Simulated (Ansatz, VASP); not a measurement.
# One calculation of BiTe, two programs

The input INCAR:

```
SYSTEM = BiTe
PREC = Accurate
ENCUT = 520
EDIFF = 1E-7
ISMEAR = 0
SIGMA = 0.15
LREAL = .False.
LASPH = .True.
NELM = 80
ALGO = Normal
ISIF = 2
LWAVE = .False.
LCHARG = .False.
GGA = PE
NBANDS = 18
```

Contents of KPOINTS:

```
regular mesh
0
Gamma
  14 14 14
  0 0 0
```

Contents of POSCAR:

```
BiTe
1.0
    0.0000000000      3.2350000000      3.1379500000
    3.2350000000      0.0000000000      3.1379500000
    3.2350000000      3.2350000000      0.0000000000
Bi Te
1 1
Direct
    0.0000000000      0.0000000000      0.0000000000
    0.5000000000      0.5000000000      0.5000000000
```

Input for Ansatz:

```yaml
crystal:
  lattice:
    - [0.0, 3.235, 3.13795]
    - [3.235, 0.0, 3.13795]
    - [3.235, 3.235, 0.0]
  atoms:
    - { symbol: Bi, position: [0.0, 0.0, 0.0] }
    - { symbol: Te, position: [0.5, 0.5, 0.5] }
basis:
  ecutwfc: 420
kpoints:
  mp_grid: { grid: [14, 14, 14] }
hamiltonian:
  xc: pbe
scf:
  occupations: { method: gaussian, width: 0.15 }
output:
  forces: true
  stress: true
  eigenvalues: true
```

Change from the starting cell: strain +0.000 along x and y, -0.030 along z, atoms carried along.

Alike in both runs: task single point; functional PBE; k mesh 14 × 14 × 14; occupations gaussian, width 0.15 eV; no spin polarisation.

|  | VASP | Ansatz |
| --- | --- | --- |
| version | VASP 6.6.1 | Ansatz 0.2.0 |
| potentials or method | VASP PAW PBE potentials, release 64 (Bi_d, Te), cutoff 520 eV | scalar-relativistic, plane waves, PAW |
| valence electrons in the cell | 21 | 31 |

|  | VASP | Ansatz | Ansatz less VASP |
| --- | --- | --- | --- |
| gap on the k mesh at the Fermi level (eV) | none | none | - |
| pressure (GPa) | 2.5 | 2.5 | +0.05 |
| traceless stress, the component that is largest in VASP (GPa) | 2.10 | 2.10 | +0.005 |

A gap of «none» marks a metal or a gap that the smearing closes. The functional is the same, so the differences come from potentials, cutoffs and numerics. VASP's potentials hold 21 valence electrons a cell and Ansatz's 31, so a difference there can come from the potentials and not from the codes.

Spin-orbit coupling is off throughout.
